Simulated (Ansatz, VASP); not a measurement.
## Be3CdS4: VASP beside Ansatz

```
CELL_PARAMETERS angstrom
3.57264 0.00000 0.00000
0.00000 3.57264 0.00000
0.00000 0.00000 10.59764
ATOMIC_POSITIONS crystal
Be 0.50000 0.50000 0.27586
Be 0.00000 0.00000 0.50000
Be 0.50000 0.50000 0.72414
Cd 0.00000 0.00000 0.00000
S 0.50000 0.00000 0.16713
S 0.50000 0.00000 0.61177
S 0.00000 0.50000 0.38823
S 0.00000 0.50000 0.83287
```

Alike in both runs: functional PBE; k mesh 6 × 6 × 4; occupations gaussian, width 0.02 eV; no spin polarisation.

Ansatz relaxed the structure, and its values are those at the end. VASP's run is a single point on that final structure, the one shown.

|  | VASP | Ansatz |
| --- | --- | --- |
| version | VASP 6.6.1 | Ansatz 0.2.0 |
| potentials or method | VASP PAW PBE potentials, release 64 (Be, Cd, S), cutoff 520 eV | scalar-relativistic, plane waves, PAW |
| valence electrons in the cell | 42 | 50 |

```tsv
	VASP	Ansatz	Ansatz less VASP
gap on the k mesh at the Fermi level (eV)	2.85	2.83	-0.017
least direct gap on the mesh (eV)	2.85	2.83	-0.017
pressure (GPa)	0.1	0.0	-0.15
rms of the force components (eV/Å)	0.014	0.001	-0.0133
```

With one functional, cell and mesh, what is left measures potentials, basis and numerics. VASP's potentials hold 42 valence electrons a cell and Ansatz's 50, so a difference there can come from the potentials and not from the codes.
